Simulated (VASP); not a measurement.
Write the native input for VASP 6.6.1 that does the following.

* Task: single point
* Functional: r2SCAN
* Potentials or basis: VASP PAW PBE potentials, release 64 (Fe)
* Cutoff: 520 eV
* k mesh: 18 × 18 × 10
* Occupations: gaussian, width 0.1 eV
* Spin: collinear spin, ferromagnetic start
* Starting moments: [3.15, 3.15] μB
* Dipole correction: no
* Further INCAR settings: ALGO = Normal; EDIFF = 1e-07; NBANDS = 19

Fe:

```
CELL_PARAMETERS angstrom
2.54089 0.00000 0.00000
-1.27045 2.20048 0.00000
0.00000 0.00000 4.38421
ATOMIC_POSITIONS crystal
Fe 0.33333 0.66667 0.25000
Fe 0.66667 0.33333 0.75000
```

This isn't the form of Fe at room conditions, which is bcc.

These files were run (other wordings do the same):

POSCAR

```
Fe
1.0
    2.5408939349      0.0000000000      0.0000000000
   -1.2704469674      2.2004786959      0.0000000000
    0.0000000000      0.0000000000      4.3842119181
Fe
2
Direct
    0.3333333333      0.6666666667      0.2500000000
    0.6666666667      0.3333333333      0.7500000000
```

INCAR.step1

```
SYSTEM = Fe
PREC = Accurate ; ENCUT = 520
ISMEAR = 0 ; SIGMA = 0.1
LREAL = .False. ; LASPH = .True.
NELM = 150 ; ISPIN = 2
MAGMOM = 3.15 3.15 ; LMAXMIX = 4
NBANDS = 19 ; GGA = PE
ALGO = Normal ; EDIFF = 1E-4
LWAVE = .True. ; LCHARG = .False.
```

INCAR.step2

```
SYSTEM = Fe
PREC = Accurate ; ENCUT = 520
EDIFF = 1E-7 ; ISMEAR = 0
SIGMA = 0.1 ; LREAL = .False.
LASPH = .True. ; NELM = 150
ALGO = Normal ; ISIF = 2
LWAVE = .False. ; LCHARG = .False.
ISPIN = 2 ; MAGMOM = 3.15 3.15
LORBIT = 11 ; LMAXMIX = 4
METAGGA = R2SCAN ; LMIXTAU = .True.
NBANDS = 19 ; ISTART = 1
```

KPOINTS

```
regular mesh
0
Gamma
  18 18 10
  0 0 0
```

Potentials or basis: VASP PAW PBE potentials, release 64 (Fe).

Launch:

```sh
$ cat potpaw_PBE.64/Fe/POTCAR > POTCAR
$ cp INCAR.step1 INCAR
$ mpirun -np 1 vasp_std > vasp.out
$ cp INCAR.step2 INCAR
$ mpirun -np 1 vasp_std > vasp.out
```

It gave:

- Pressure: -0.4 GPa
- Net moment: 5.63 μB per cell
- Site moments: Fe +2.86 μB
- Valence electrons inside the program's atomic spheres: Fe 7.13

Caveat: the PAW data sets were made with another functional, which shifts forces and pressure a little.

It took 17 min on 1 thread of AMD EPYC 7R43 64-Core Processor (Zen 3) (shared host), peak memory 0.23 GiB.
